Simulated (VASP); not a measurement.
Write the native input for VASP 6.6.1 that does the following.

- Task: single point
- Functional: PBEsol
- Dispersion: D4
- Potentials or basis: VASP PAW PBE potentials, release 64 (Ge_d)
- Cutoff: 520 eV
- k mesh: 8 × 8 × 8
- Occupations: fermi-dirac, width 0.05 eV
- Spin: no spin polarisation
- Dipole correction: no
- Further INCAR settings: ALGO = Normal; EDIFF = 1e-07; NBANDS = 21

The structure of Ge lies in POSCAR:

```
Ge
1.0
    0.0000000000      2.7906767997      2.7906767997
    2.7906767997      0.0000000000      2.7906767997
    2.7906767997      2.7906767997      0.0000000000
Ge
2
Direct
    0.7500000000      0.7500000000      0.7500000000
    0.5000000000      0.5000000000      0.5000000000
```

One way to write it, as run:

INCAR

```
PREC = Accurate ; ENCUT = 520
EDIFF = 1E-7 ; ISMEAR = -1
SIGMA = 0.05 ; LREAL = False
LASPH = True ; NELM = 60
ALGO = Normal ; ISIF = 2
LWAVE = False ; LCHARG = False
GGA = PS ; IVDW = 13
NBANDS = 21
```

KPOINTS

```
regular mesh
0
Gamma
  8 8 8
```

Potentials or basis: VASP PAW PBE potentials, release 64 (Ge_d).

Launch:

```sh
$ cat potpaw_PBE.64/Ge_d/POTCAR > POTCAR
$ mpirun -np 1 vasp_std > vasp.out
```

Results of the run:

```
Pressure                   : 2.3 GPa
Band gap on the k mesh     : 0.25 eV, indirect (least direct gap 0.37 eV)
Dispersion energy per atom : -0.194 eV
```

Caveat: the PAW data sets were made with another functional, which shifts forces and pressure a little.

It took 21 s on 1 thread of AMD EPYC 7R13 Processor (Zen 3), with other jobs on the host, peak memory 0.14 GiB.
